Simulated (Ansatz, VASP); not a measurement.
# One calculation of Tl3S, two programs

POSCAR

```
Tl3S
1.0
   -2.3509700000      2.3509700000      5.1428010000
    2.3509700000     -2.3509700000      5.1428010000
    2.3509700000      2.3509700000     -5.1428010000
Tl S
3 1
Direct
    0.5000000000      0.5000000000      0.0000000000
    0.2500000000      0.7500000000      0.5000000000
    0.7500000000      0.2500000000      0.5000000000
    0.0000000000      0.0000000000      0.0000000000
```

File INCAR.step1:

```
PREC = Accurate
ENCUT = 520
EDIFF = 1E-5
ISMEAR = -1
SIGMA = 0.05
LREAL = False
LASPH = True
NELM = 60
ALGO = Normal
ISIF = 2
LWAVE = True
LCHARG = False
NBANDS = 30
GGA = PE
LUSENCCL = False
```

File INCAR.step2:

```
PREC = Accurate
ENCUT = 520
EDIFF = 1E-7
ISMEAR = -1
SIGMA = 0.05
LREAL = False
LASPH = True
NELM = 60
ALGO = Normal
ISIF = 2
LWAVE = False
LCHARG = False
GGA = PE
LHFCALC = True
AEXX = 0.5
HFSCREEN = 0.2
PRECFOCK = Normal
NBANDS = 30
ISTART = 1
LUSENCCL = False
```

The input KPOINTS:

```
Automatic mesh
0
Gamma
  4 4 4
```

Contents of input.yaml:

```yaml
crystal:
  lattice:
    - [-2.35097, 2.35097, 5.142801]
    - [2.35097, -2.35097, 5.142801]
    - [2.35097, 2.35097, -5.142801]
  atoms:
    - { symbol: Tl, position: [0.5, 0.5, 0.0] }
    - { symbol: Tl, position: [0.25, 0.75, 0.5] }
    - { symbol: Tl, position: [0.75, 0.25, 0.5] }
    - { symbol: S, position: [0.0, 0.0, 0.0] }
hamiltonian:
  xc: { exchange: pbe, correlation: pbe, exx: { coeff: 0.5, omega: 0.2 } }
  pseudopotentials: { kind: paw }
kpoints:
  mp_grid: { grid: [4, 4, 4] }
scf:
  occupations: { method: fermi_dirac, width: 0.05 }
output:
  forces: true
  stress: true
  eigenvalues: true
```

Alike in both runs: task single point; functional PBE-based screened hybrid with a share of 0.5 of exact exchange and HFSCREEN = 0.2; k mesh 4 × 4 × 4; occupations fermi-dirac, width 0.05 eV; no spin polarisation.

```csv
,VASP,Ansatz
version,VASP 6.6.1,Ansatz 0.2.0
potentials or method,"VASP PAW PBE potentials, release 64 (Tl_d, S)",Ansatz PAW
plane-wave cutoff (eV),520,420
valence electrons in the cell,45,45
```

VASP gave:

| Quantity | Value |
| --- | --- |
| gap on the k mesh at the Fermi level (eV) | none |
| pressure (GPa) | -1.7 |
| traceless stress, the component that is largest in VASP (GPa) | 0.05 |

Problem. What did Ansatz give for the same quantities?

Solution. gap on the k mesh at the Fermi level (eV): none; pressure (GPa): -1.6; traceless stress, the component that is largest in VASP (GPa): 0.05.

VASP's potentials were made for PBE, not for PBE-based screened hybrid. A gap of «none» marks a metal or a gap that the smearing closes.

The k mesh is coarse, so the values compare programs but aren't converged. Spin-orbit coupling is off throughout.
